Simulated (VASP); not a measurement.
Write the native input for VASP 6.6.1 that does the following.

* Task: single point
* Functional: PBEsol
* Potentials or basis: VASP PAW PBE potentials, release 64 (Si, Mo_sv)
* Cutoff: 520 eV
* k mesh: 20 × 20 × 20
* Occupations: gaussian, width 0.15 eV
* Spin: no spin polarisation
* Dipole correction: no
* Further INCAR settings: ALGO = Normal; EDIFF = 1e-06; NBANDS = 18

The structure of Si2Mo lies in POSCAR:

```
Si2Mo
1.0
   -1.5950350850      1.5950350850      3.7347108617
    1.5950350850     -1.5950350850      3.7347108617
    1.5950350850      1.5950350850     -3.7347108617
Si Mo
2 1
Direct
    0.3350596647      0.3350596647      0.0000000000
    0.6649403353      0.6649403353      0.0000000000
    0.0000000000      0.0000000000      0.0000000000
```

This cell differs from its parent crystal: strain -0.0450 x Voigt [0, 0, 1, 0, 0, 0].

These files were run (other wordings do the same):

INCAR

```
SYSTEM = Si2Mo
PREC = Accurate ; ENCUT = 520
EDIFF = 1E-6 ; ISMEAR = 0
SIGMA = 0.15 ; LREAL = .FALSE.
LASPH = .TRUE. ; NELM = 80
ALGO = Normal ; ISIF = 2
LWAVE = .FALSE. ; LCHARG = .TRUE.
GGA = PS ; LELF = .TRUE.
LVHAR = .TRUE. ; NBANDS = 18
```

KPOINTS

```
regular mesh
0
G
  20 20 20
  0 0 0
```

Potentials or basis: VASP PAW PBE potentials, release 64 (Si, Mo_sv).

Run with:

```bash
$ cat potpaw_PBE.64/Si/POTCAR potpaw_PBE.64/Mo_sv/POTCAR > POTCAR
$ mpirun -np 1 vasp_std > vasp.out
```

It gave:

| Item | Value |
| --- | --- |
| Pressure | 13.4 GPa |
| Largest force | 0.128 eV/Å |
| Band gap on the k mesh | zero (bands 11 and 12 overlap by 0.90 eV) |

Caveat: the cell differs from its parent crystal (strain -0.0450 x Voigt [0, 0, 1, 0, 0, 0]); the stress differs along the axes, from 5 to 29 GPa; the PAW data sets were made with another functional, which shifts forces and pressure a little.

Run time: 9.2 min on 1 thread of Intel Xeon 8259CL, with other jobs on the host, peak memory 0.51 GiB.
